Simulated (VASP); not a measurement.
A run of VASP 6.6.1 is set up as follows.

INCAR

```
SYSTEM = LuHfO
ALGO = Normal ; EDIFF = 1E-6
EDIFFG = -0.04 ; ENCUT = 600
GGA = PE ; IBRION = 2
ISIF = 3 ; ISMEAR = 0
LASPH = .TRUE. ; LCHARG = .FALSE.
LREAL = .FALSE. ; LWAVE = .FALSE.
NELM = 100 ; NSW = 90
PREC = Accurate ; SIGMA = 0.1
```

KPOINTS

```
k-points
0
G
  6 6 6
  0 0 0
```

Contents of POSCAR:

```
LuHfO
1.0
    4.8869079805      0.0000000000      0.0000000000
   -2.4434539903      4.2321864571      0.0000000000
    0.0000000000      0.0000000000      2.9255240471
Lu Hf O
1 1 1
Direct
    0.0000000000      0.0000000000      0.5000000000
    0.3333333333      0.6666666667      0.5000000000
    0.6666666667      0.3333333333      0.0000000000
```

Potentials or basis: VASP PAW PBE potentials, release 64 (Lu, Hf_pv, O).

Run with:

```sh
$ cat potpaw_PBE.64/Lu/POTCAR potpaw_PBE.64/Hf_pv/POTCAR potpaw_PBE.64/O/POTCAR > POTCAR
$ mpirun -np 1 vasp_std > vasp.out
```

Problem. Estimate the relaxed cell.

Solution. a = 4.866 Å, b = 4.866 Å, c = 2.896 Å, α = 90.00°, β = 90.00°, γ = 120.00°.

Problem. Estimate the relaxed volume.

Solution. 19.80 Å³/atom.

Problem. Predict the space group after relaxing (to 0.1 Å).

Solution. P-6m2 (No. 187).

Problem. What does it give for the band gap on the k mesh?

Solution. Zero (an odd number of electrons rules out a gap without spin polarisation).

Step by step:
| step | energy change (eV) | largest force (eV/Å) | pressure (GPa) | volume (Å³) |
| --- | --- | --- | --- | --- |
| 1 | 0.0000 | 0.0000 | -1.18 | 60.51 |
| 2 | -0.0048 | 0.0000 | 0.10 | 59.22 |
| 3 | -0.0050 | 0.0000 | -0.03 | 59.39 |

Caveat: spin-orbit coupling is left out, which moves the levels of the heavy elements; an odd number of electrons without spin polarisation forces a metal; a magnetic or distorted state may lie lower.
